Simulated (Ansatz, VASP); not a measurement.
# Two plane-wave programs on SnTe

```
Sn Te
1.0
     0.00000    3.61115    3.61115
     3.61115    0.00000    3.61115
     3.61115    3.61115    0.00000
Sn Te
1 1
Direct
  0.00000 0.00000 0.00000
  0.75000 0.75000 0.75000
```

Alike in both runs: task single point; functional RPBE; k mesh 2 × 2 × 2; occupations methfessel-paxton of order 1, width 0.013 eV; no spin polarisation.

|  | VASP | Ansatz |
| --- | --- | --- |
| version | VASP 6.6.1 | Ansatz 0.2.0 |
| potentials or method | VASP PAW PBE potentials, release 64 (Sn_d, Te), cutoff 500 eV | scalar-relativistic, plane waves, PAW |
| valence electrons in the cell | 20 | 30 |

```tsv
	VASP	Ansatz	Ansatz less VASP
gap on the k mesh at the Fermi level (eV)	0.89	0.89	+0.002
least direct gap on the mesh (eV)	0.89	0.89	+0.002
pressure (GPa)	-0.3	-0.3	+0.01
```

VASP's potentials were made for PBE, not for RPBE. The functional is the same, so the differences come from potentials, cutoffs and numerics. VASP's potentials hold 20 valence electrons a cell and Ansatz's 30, so a difference there can come from the potentials and not from the codes.

The k mesh is coarse, so the values compare programs but aren't converged. Spin-orbit coupling is off throughout.
